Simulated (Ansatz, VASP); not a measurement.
This is a calculation of AlNi3 for VASP 6.6.1.

The input INCAR:

```
SYSTEM = AlNi3
ALGO     = Normal         ! electronic algorithm
EDIFF    = 1E-6           ! SCF threshold, eV
ENCUT    = 590            ! plane-wave cutoff, eV
GGA      = PS             ! functional
GGA_COMPAT= .FALSE.      
ISIF     = 2              ! what is computed and relaxed
ISMEAR   = -1             ! smearing method
ISPIN    = 2              ! spin polarisation
LASPH    = .TRUE.         ! aspherical terms in the spheres
LCHARG   = .FALSE.        ! write CHGCAR
LMAXMIX  = 4              ! l up to which the mixer works
LORBIT   = 11             ! projections on sites
LREAL    = .FALSE.        ! projectors in reciprocal space
LWAVE    = .FALSE.        ! write WAVECAR
MAGMOM   = 0.5 0.5 0.5 0  ! initial moments
NBANDS   = 40             ! bands
NELM     = 200            ! most SCF steps
NUPDOWN  = 1.5            ! fixed moment
PREC     = Accurate       ! precision mode
SIGMA    = 0.05           ! smearing width, eV
```

The input KPOINTS:

```
k-points
0
G
  6 6 6
  0 0 0
```

POSCAR

```
AlNi3
1.0
    3.5230547267      0.0000000000      0.0000000000
    0.0000000000      3.5230547267      0.0000000000
    0.0000000000      0.0000000000      3.5230547267
Ni Al
3 1
Direct
    0.5000000000      0.5000000000      0.0000000000
    0.5000000000      0.0000000000      0.5000000000
    0.0000000000      0.5000000000      0.5000000000
    0.0000000000      0.0000000000      0.0000000000
```

Potentials or basis: VASP PAW PBE potentials, release 64 (Ni_sv_GW, Al).

The run is started by

```sh
$ cat potpaw_PBE.64/Ni_sv_GW/POTCAR potpaw_PBE.64/Al/POTCAR > POTCAR
$ mpirun -np 1 vasp_std > vasp.out
```

Translate it to Ansatz 0.2.0. Potentials there: Ansatz PAW.

As run (the cutoff follows the program's own potentials):

Contents of input.yaml:

```yaml
crystal:
  lattice:
    - [3.5230547267, 0.0, 0.0]
    - [0.0, 3.5230547267, 0.0]
    - [0.0, 0.0, 3.5230547267]
  atoms:
    - { symbol: Ni, position: [0.5, 0.5, 0.0], spin: 0.5 }
    - { symbol: Ni, position: [0.5, 0.0, 0.5], spin: 0.5 }
    - { symbol: Ni, position: [0.0, 0.5, 0.5], spin: 0.5 }
    - { symbol: Al, position: [0.0, 0.0, 0.0] }
hamiltonian:
  xc: pbesol
  pseudopotentials: { kind: paw }
magnetization:
  spin_polarized: true
  initial_magnetization: 1.5
  spin_locking: { lock_magnetization: hard }
kpoints:
  mp_grid: { grid: [6, 6, 6] }
scf:
  occupations: { method: fermi_dirac, width: 0.05 }
  lower_state_search: "off"
output:
  forces: true
  stress: true
  eigenvalues: true
```

Potentials or basis: Ansatz PAW.

Command:

```bash
$ ansatz run input.yaml --threads 2 --pin off --max-ram 5632MiB --backend cpu --events-out ev --progress --plain --runs-dir out
```

Both were run:

|  | VASP | Ansatz | Ansatz less VASP |
| --- | --- | --- | --- |
| pressure (GPa) | -2.4 | 0.7 | +3.10 |
| net moment per atom (μB) | 0.37 | 0.38 | 0.000 |

VASP's potentials were made for PBE, not for PBEsol.
